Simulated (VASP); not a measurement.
Here is a VASP 6.6.1 calculation.

INCAR

```
SYSTEM = CdH2
PREC     = Accurate       ! precision mode
ENCUT    = 520            ! plane-wave cutoff, eV
EDIFF    = 1E-7           ! SCF threshold, eV
ISMEAR   = 0              ! smearing method
SIGMA    = 0.1            ! smearing width, eV
LREAL    = .False.        ! projectors in reciprocal space
LASPH    = .True.         ! aspherical terms in the spheres
NELM     = 80             ! most SCF steps
ALGO     = Fast           ! electronic algorithm
ISIF     = 2              ! what is computed and relaxed
LWAVE    = .False.        ! write WAVECAR
LCHARG   = .False.        ! write CHGCAR
GGA      = PE             ! functional
NBANDS   = 14             ! bands
```

File KPOINTS:

```
regular mesh
0
Gamma
  12 12 14
  0 0 0
```

Contents of POSCAR:

```
CdH2
1.0
    3.7678442290      0.0000000000      0.0000000000
    0.0000000000      3.7678442290      0.0000000000
    0.0000000000      0.0000000000      3.3037950349
Cd H
1 2
Direct
    0.0000000000      0.0000000000      0.5000000000
    0.0000000000      0.5000000000      0.5000000000
    0.5000000000      0.0000000000      0.5000000000
```

Potentials or basis: VASP PAW PBE potentials, release 64 (Cd, H).

Run with:

```sh
$ cat potpaw_PBE.64/Cd/POTCAR potpaw_PBE.64/H/POTCAR > POTCAR
$ mpirun -np 1 vasp_std > vasp.out
```

Question: Predict the band gap on the k mesh.

Answer: Zero (bands 7 and 8 overlap by 3.46 eV).

Question: Predict the pressure.

Answer: 0.2 GPa.

Stress tensor (GPa, compression positive):
```
 0.34  0.00  0.00
 0.00  0.34  0.00
 0.00  0.00 -0.01
```
